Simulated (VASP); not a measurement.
A run of VASP 6.6.1:

INCAR

```
PREC = Accurate ; ENCUT = 520
EDIFF = 1E-6 ; ISMEAR = 0
SIGMA = 0.1 ; LREAL = False
LASPH = True ; NELM = 80
ALGO = Normal ; ISIF = 2
LWAVE = False ; LCHARG = False
GGA = PE ; NBANDS = 17
```

The input KPOINTS:

```
regular mesh
0
Gamma
  12 12 18
```

File POSCAR:

```
Si3Te
1.0
    5.7743045572      0.0000000000      0.0000000000
   -2.8871522786      5.0006944357      0.0000000000
    0.0000000000      0.0000000000      2.7672140276
Si Te
3 1
Direct
    0.5000000000      0.0000000000      0.0000000000
    0.0000000000      0.5000000000      0.0000000000
    0.5000000000      0.5000000000      0.0000000000
    0.0000000000      0.0000000000      0.0000000000
```

Potentials or basis: VASP PAW PBE potentials, release 64 (Si, Te).

Run with:

```console
$ cat potpaw_PBE.64/Si/POTCAR potpaw_PBE.64/Te/POTCAR > POTCAR
$ mpirun -np 1 vasp_std > vasp.out
```

Hardware: 1 thread of AMD EPYC 9R45 96-Core Processor (Zen 5), on a shared host.

Question: How long does it take, and how much memory?

Answer: Wall time 2.4 min on 1 thread of AMD EPYC 9R45 96-Core Processor (Zen 5) (shared host), peak memory 0.35 GiB. Counts: scf iterations 13, k points 190.
